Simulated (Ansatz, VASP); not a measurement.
## NaCl: VASP beside Ansatz

```
CELL_PARAMETERS angstrom
0.00000 2.71848 2.94502
2.71848 0.00000 2.94502
2.71848 2.71848 0.00000
ATOMIC_POSITIONS crystal
Na 0.00000 0.00000 0.00000
Cl 0.50000 0.50000 0.50000
```

Change from the starting cell: strain -0.040 along x and y, +0.040 along z, atoms carried along.

Alike in both runs: task single point; functional PBEsol; k mesh 8 × 8 × 8; occupations gaussian, width 0.05 eV; no spin polarisation.

|  | VASP | Ansatz |
| --- | --- | --- |
| version | VASP 6.6.1 | Ansatz 0.2.0 |
| potentials or method | VASP PAW PBE potentials, release 64 (Na_pv, Cl), cutoff 520 eV | scalar-relativistic, plane waves, PAW |
| valence electrons in the cell | 14 | 16 |

Ansatz gave:

```
gap on the k mesh at the Fermi level (eV)                     : 5.03
least direct gap on the mesh (eV)                             : 5.03
pressure (GPa)                                                : 0.7
traceless stress, the component that is largest in VASP (GPa) : -2.17
```

**Question.** What did VASP give for the same quantities?

**Answer.** gap on the k mesh at the Fermi level (eV): 5.02; least direct gap on the mesh (eV): 5.02; pressure (GPa): 0.7; traceless stress, the component that is largest in VASP (GPa): -2.21.

VASP's potentials were made for PBE, not for PBEsol. With one functional, cell and mesh, what is left measures potentials, basis and numerics. VASP's potentials hold 14 valence electrons a cell and Ansatz's 16, so a difference there can come from the potentials and not from the codes.
